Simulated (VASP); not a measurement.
# TaBi (CsCl type) (Pm-3m) in VASP: further runs, part 2 of 2

VASP 6.6.1.

## 3. Single point, PBE

This run uses another cell than the first one, of 13.04 Å³/atom, 0.946 times its volume.

The input, INCAR:

```
SYSTEM = TaBi
ALGO = Normal
EDIFF = 1E-6
ENCUT = 520
GGA = PE
ISIF = 2
ISMEAR = -1
LASPH = .TRUE.
LCHARG = .FALSE.
LREAL = .FALSE.
LWAVE = .FALSE.
NBANDS = 20
NELM = 100
PREC = Accurate
SIGMA = 0.1
```

The input, KPOINTS:

```
k-points
0
G
  13 13 13
  0 0 0
```

The input, POSCAR:

```
TaBi
1.0
    2.9657757792      0.0000000000      0.0000000000
    0.0000000000      2.9657757792      0.0000000000
    0.0000000000      0.0000000000      2.9657757792
Ta Bi
1 1
Direct
    0.0000000000      0.0000000000      0.0000000000
    0.5000000000      0.5000000000      0.5000000000
```

Potentials or basis: VASP PAW PBE potentials, release 64 (Ta_pv, Bi_d).

The run is started by

```bash
cat potpaw_PBE.64/Ta_pv/POTCAR potpaw_PBE.64/Bi_d/POTCAR > POTCAR
mpirun -np 1 vasp_std > vasp.out
```

OUTCAR:

```text
SYSTEM = TaBi
   EDIFF = 1E-6
   ENCUT = 520
   GGA = PE
   ISIF = 2
   ISMEAR = -1
   LASPH = .TRUE.
   LREAL = .FALSE.
   NELM = 100
   PREC = Accurate

 ion  position               nearest neighbor table
   1  0.000  0.000  0.000-   2 2.57   2 2.57   2 2.57   2 2.57   2 2.57   2 2.57   2 2.57   2 2.57

   2  0.500  0.500  0.500-   1 2.57   1 2.57   1 2.57   1 2.57   1 2.57   1 2.57   1 2.57   1 2.57

  LATTYP: Found a simple cubic cell.
 ALAT       =     2.9657757792

  Lattice vectors:

 A1 = (   2.9657757792,   0.0000000000,   0.0000000000)
 A2 = (   0.0000000000,   2.9657757792,   0.0000000000)
 A3 = (   0.0000000000,   0.0000000000,   2.9657757792)

Analysis of symmetry for initial positions (statically):
=====================================================================
 Subroutine PRICEL returns:
 Original cell was already a primitive cell.

 Routine SETGRP: Setting up the symmetry group for a
 simple cubic supercell.

 Subroutine GETGRP returns: Found 48 space group operations
 (whereof 48 operations were pure point group operations)
 out of a pool of 48 trial point group operations.

The static configuration has the point symmetry O_h .

Analysis of symmetry for dynamics (positions and initial velocities):
=====================================================================
 Subroutine PRICEL returns:
 Original cell was already a primitive cell.

 Routine SETGRP: Setting up the symmetry group for a
 simple cubic supercell.

 Subroutine GETGRP returns: Found 48 space group operations
 (whereof 48 operations were pure point group operations)
 out of a pool of 48 trial point group operations.

The dynamic configuration has the point symmetry O_h .

 Subroutine INISYM returns: Found 48 space group operations
 (whereof 48 operations are pure point group operations),
 and found     1 'primitive' translations

[... 101 lines left out ...]
   ISYM   =      2    0-nonsym 1-usesym 2-fastsym
   POTIM  = 0.5000    time-step for ionic-motion
   TEBEG  =    0.0;   TEEND  =   0.0 temperature during run
   PSTRESS=    0.0 pullay stress
   NELECT =      26.0000    total number of electrons
   NUPDOWN=      -1.0000    fix difference up-down
   EMIN   =  10.00;   EMAX   =-10.00  energy-range for DOS
   EFERMI =   0.00;   METHOD = LEGACY
   ISMEAR =    -1;   SIGMA  =   0.10  broadening in eV -4-tet -1-fermi 0-gaus
   EFERMI_NEDOS =   21; number of points for ismear=-14 and -15
   IALGO  =     38    algorithm
   IMIX   =      4    mixing-type and parameters
     AMIX     =   0.40;   BMIX     =  1.00
     AMIX_MAG =   1.60;   BMIX_MAG =  1.00
  volume/ion in A,a.u.               =      13.04        88.02
  Fermi-wavevector in a.u.,A,eV,Ry     =   1.635288  3.090247 36.384257  2.674167
  Thomas-Fermi vector in A             =   2.726786
   LORBIT       =      0    0 simple, 1 ext, 2 COOP (PROOUT), +10 PAW based schemes
   GGA     = PE    functional components
   LHFCALC =     F    Hartree Fock is set to
   AEXX    =    0.0000 exact exchange contribution
   IVDW    =     0    specifies the selected vdW correction
   LEPSILON=     F    determine dielectric tensor
   LRPA    =     F    only Hartree local field effects (RPA)
 non-spin polarized calculation
  energy-cutoff  :      520.00
  volume of cell :       26.09
 maximum number of plane-waves:       739
 NGX is ok and might be reduce to    24
   NGX = 11   NGY = 11   NGZ = 11

 number of electron      25.9999996 magnetization

 Free energy of the ion-electron system (eV)
  ---------------------------------------------------
  ext. energy  EPLUGINS =         0.00000000
  ---------------------------------------------------
  free energy    TOTEN  =        -7.69448850 eV

  energy without entropy =       -7.66640772  energy(sigma->0) =       -7.68044811

 E-fermi :  16.7738     XC(G=0): -14.7832

 val. band max:       16.7589467860   @ k =   0.4615   0.3846   0.1538
 cond. band min:      16.8025682286   @ k =   0.4615   0.2308   0.2308
 fundamental gap:      0.0436214426
 Fermi energy:        16.7738089604

 k-point     1 :       0.0000    0.0000    0.0000
  band No.  band energies     occupation
      1     -17.5343      2.00000
      2     -17.5343      2.00000
      3     -17.5343      2.00000
      4      -8.2143      2.00000
      5      -8.2143      2.00000
      6      -7.4465      2.00000
[... 541 lines left out ...]
     19      27.1139      0.00000
     20      30.1286      0.00000

 [... further k-points ...]
[... 5 lines left out ...]
  --------------------------------------------------------------------------------------
  -------------------------------------------------------------------------------------
  Total       32.7861996     32.7861996     32.7861996      0.0000000     -0.0000000      0.0000000
  in kB     2013.6626710   2013.6626710   2013.6626710      0.0000000     -0.0000000      0.0000000
  external PRESSURE =    2013.6626710 kB  Pullay stress =       0.0000000 kB

 VOLUME and BASIS-vectors are now :
 -----------------------------------------------------------------------------
  energy-cutoff  :      520.00
  volume of cell :       26.09
      direct lattice vectors                 reciprocal lattice vectors
     2.965775779  0.000000000  0.000000000     0.337179907  0.000000000  0.000000000
     0.000000000  2.965775779  0.000000000     0.000000000  0.337179907  0.000000000
     0.000000000  0.000000000  2.965775779     0.000000000  0.000000000  0.337179907

 POSITION                                       TOTAL-FORCE (eV/Angst)
 -----------------------------------------------------------------------------------
      0.00000      0.00000      0.00000         0.000000      0.000000      0.000000
      1.48289      1.48289      1.48289         0.000000      0.000000      0.000000
 -----------------------------------------------------------------------------------
    total drift:                                0.000000      0.000000     -0.000000

  FREE ENERGIE OF THE ION-ELECTRON SYSTEM (eV)
  ---------------------------------------------------
  free  energy   TOTEN  =        -7.6944885031 eV

  energy  without entropy=       -7.6664077162  energy(sigma->0) =       -7.68044811
```

stdout:

```text
POSCAR found type information on POSCAR TaBi
 POSCAR found :  2 types and       2 ions
 scaLAPACK will be used
 LDA part: xc-table for (Slater+PW92), standard interpolation
 POSCAR, INCAR and KPOINTS ok, starting setup
 FFT: planning ... GRIDC
 FFT: planning ... GRID_SOFT
 FFT: planning ... GRID
 WAVECAR not read
 entering main loop
```

Run time: 15 s. Hardware: 1 thread of AMD EPYC 9R45 (Zen 5), shared host; peak memory 0.14 GiB.

Results:

- Free energy: -7.6945 eV
- Pressure: 201.4 GPa
- Band gap on the k mesh: zero (band 13 reaches 20.69 eV, above the bottom of band 14 at 15.36 eV)

Caveat: spin-orbit coupling is left out, which moves the levels of the heavy elements.

## 4. Single point, PBE

This run uses another cell than the first one, of 13.02 Å³/atom, 0.945 times its volume.

The input, INCAR:

```
SYSTEM = TaBi
ALGO = Normal
EDIFF = 1E-6
ENCUT = 520
GGA = PE
ISIF = 2
ISMEAR = -1
LASPH = .True.
LCHARG = .False.
LREAL = .False.
LWAVE = .False.
NBANDS = 20
NELM = 80
PREC = Accurate
SIGMA = 0.1
```

The input, KPOINTS:

```
k-points
0
Gamma
  13 13 13
  0 0 0
```

The input, POSCAR:

```
TaBi
1.0
    2.9640876805      0.0000000000      0.0000000000
    0.0000000000      2.9640876805      0.0000000000
    0.0000000000      0.0000000000      2.9640876805
Ta Bi
1 1
Direct
    0.0000000000      0.0000000000      0.0000000000
    0.5000000000      0.5000000000      0.5000000000
```

The run is started by

```bash
cat potpaw_PBE.64/Ta_pv/POTCAR potpaw_PBE.64/Bi_d/POTCAR > POTCAR
mpirun -np 1 vasp_std > vasp.out
```

Run time: 17 s. Hardware: 1 thread of AMD EPYC 9R45 (Zen 5), shared host; peak memory 0.14 GiB.

It converged, with:

```
Free energy            : -7.6383 eV
Pressure               : 202.8 GPa
Band gap on the k mesh : zero (band 13 reaches 20.74 eV, above the bottom of band 14 at 15.39 eV)
```

Levels at points of the mesh, in eV from the Fermi level:
```csv
k point,band 9,band 10,band 11,band 12,band 13,band 14,band 15,band 16,band 17,band 18
"(0.00, 0.00, 0.00)",-18.55,-4.31,-4.31,1.66,1.66,1.66,2.63,2.63,2.63,9.44
```

Caveat: spin-orbit coupling is left out, which moves the levels of the heavy elements.

## 5. Relaxation of cell and atoms, PBE, target pressure 200 GPa, at which the enthalpy is minimised

This run uses another cell than the first one, of 13.04 Å³/atom, 0.946 times its volume.

The input, INCAR:

```
ALGO = Normal
EDIFF = 1E-7
EDIFFG = -0.005
ENCUT = 600
GGA = PE
IBRION = 2
ISIF = 3
ISMEAR = -1
LASPH = T
LCHARG = F
LREAL = F
LWAVE = F
NELM = 80
NSW = 32
PREC = Accurate
PSTRESS = 2000.0
SIGMA = 0.1
```

The input, KPOINTS:

```
k-points
0
Gamma
  13 13 13
```

The input, POSCAR:

```
TaBi
1.0
    2.9657757792      0.0000000000      0.0000000000
    0.0000000000      2.9657757792      0.0000000000
    0.0000000000      0.0000000000      2.9657757792
Ta Bi
1 1
Direct
    0.0000000000      0.0000000000      0.0000000000
    0.5000000000      0.5000000000      0.5000000000
```

The run is started by

```bash
cat potpaw_PBE.64/Ta_pv/POTCAR potpaw_PBE.64/Bi_d/POTCAR > POTCAR
mpirun -np 1 vasp_std > vasp.out
```

Run time: 47 s. Hardware: 1 thread of AMD EPYC 9R45 (Zen 5), shared host; peak memory 0.15 GiB.

It converged, with:

```
Free energy                                            : -7.7534 eV
Relaxed volume                                         : 13.07 Å³/atom
Relaxed cell                                           : a = 2.968 Å, b = 2.968 Å, c = 2.968 Å, α = 90.00°, β = 90.00°, γ = 90.00°
Space group after relaxing (to 0.05 Å)                 : Pm-3m (No. 221)
Energy change on relaxing (the enthalpy is what falls) : -29.0 meV/atom
Ionic steps                                            : 3
Pressure after relaxing                                : 200.0 GPa
Band gap on the k mesh                                 : zero (band 13 reaches 20.65 eV, above the bottom of band 14 at 15.34 eV)
```

Step by step:
```tsv
step	energy change (eV)	largest force (eV/Å)	pressure (GPa)	volume (Å³)
1	0.0000	0.0000	201.50	26.09
2	-0.5612	0.0000	187.02	26.55
3	-0.0581	0.0000	200.00	26.13
```

Final structure:
```yaml
crystal:
  lattice:
    - [2.96753, 0.00000, 0.00000]
    - [0.00000, 2.96753, 0.00000]
    - [0.00000, 0.00000, 2.96753]
  atoms:
    - { symbol: Ta, position: [0.00000, 0.00000, 0.00000] }
    - { symbol: Bi, position: [0.50000, 0.50000, 0.50000] }
```

Levels at points of the mesh, in eV from the Fermi level:
```csv
k point,band 10,band 11,band 12,band 13,band 14,band 15,band 16,band 17
"(0.00, 0.00, 0.00)",-4.29,-4.29,1.65,1.65,1.65,2.62,2.62,2.62
```

Caveat: the cell is relaxed towards a set pressure, so the enthalpy falls and the energy may rise; spin-orbit coupling is left out, which moves the levels of the heavy elements.

## 6. Overview

| task | cell | cutoff (eV) | gap on the mesh (eV) | pressure (GPa) |
| --- | --- | --- | --- | --- |
| relaxation of cell and atoms | relaxed to 200 GPa from a = 3.021 Å, 2 atoms | 600 | none | 200.0 |
| single point | a = 2.966 Å, 2 atoms | 520 | none | 201.4 |
| single point | a = 2.964 Å, 2 atoms | 520 | none | 202.8 |
| relaxation of cell and atoms | relaxed to 200 GPa from a = 2.966 Å, 2 atoms | 600 | none | 200.0 |

Alike in all rows: level PBE; potentials or basis VASP PAW PBE potentials, release 64 (Ta_pv, Bi_d); no spin polarisation; k mesh 13 × 13 × 13; smearing fermi-dirac 0.1 eV.

Caveats: spin-orbit coupling is left out, which moves the levels of the heavy elements; the cell is relaxed towards a set pressure, so the enthalpy falls and the energy may rise (some runs).

Total energies depend on the potentials used, so only differences within one code and one set of settings carry meaning.
